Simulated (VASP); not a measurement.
Input of a VASP 6.6.1 run:

The input INCAR:

```
SYSTEM = GaP
PREC = Accurate
ENCUT = 600
EDIFF = 1E-6
ISMEAR = 0
SIGMA = 0.01
LREAL = .False.
LASPH = .True.
NELM = 100
ALGO = Normal
ISIF = 3
LWAVE = .False.
LCHARG = .False.
GGA = PE
IBRION = 2
NSW = 80
EDIFFG = -0.001
```

Contents of KPOINTS:

```
Automatic mesh
0
Gamma
  8 8 8
  0 0 0
```

Contents of POSCAR:

```
GaP
1.0
    0.0000000000      2.7525368110      2.7525368110
    2.7525368110      0.0000000000      2.7525368110
    2.7525368110      2.7525368110      0.0000000000
Ga P
1 1
Direct
    0.0000000000      0.0000000000      0.0000000000
    0.7500000000      0.7500000000      0.7500000000
```

Potentials or basis: VASP PAW PBE potentials, release 64 (Ga_d, P).

Command:

```console
$ cat potpaw_PBE.64/Ga_d/POTCAR potpaw_PBE.64/P/POTCAR > POTCAR
$ mpirun -np 1 vasp_std > vasp.out
```

What does it give for the relaxed cell?

a = 3.893 Å, b = 3.893 Å, c = 3.893 Å, α = 60.00°, β = 60.00°, γ = 60.00°.

Predict the space group after relaxing (to 0.05 Å).

F-43m (No. 216).

Final structure:
```
Ga P
1.0
     0.00000    2.75270    2.75270
     2.75270    0.00000    2.75270
     2.75270    2.75270    0.00000
Ga P
1 1
Direct
  0.00000 0.00000 0.00000
  0.75000 0.75000 0.75000
```
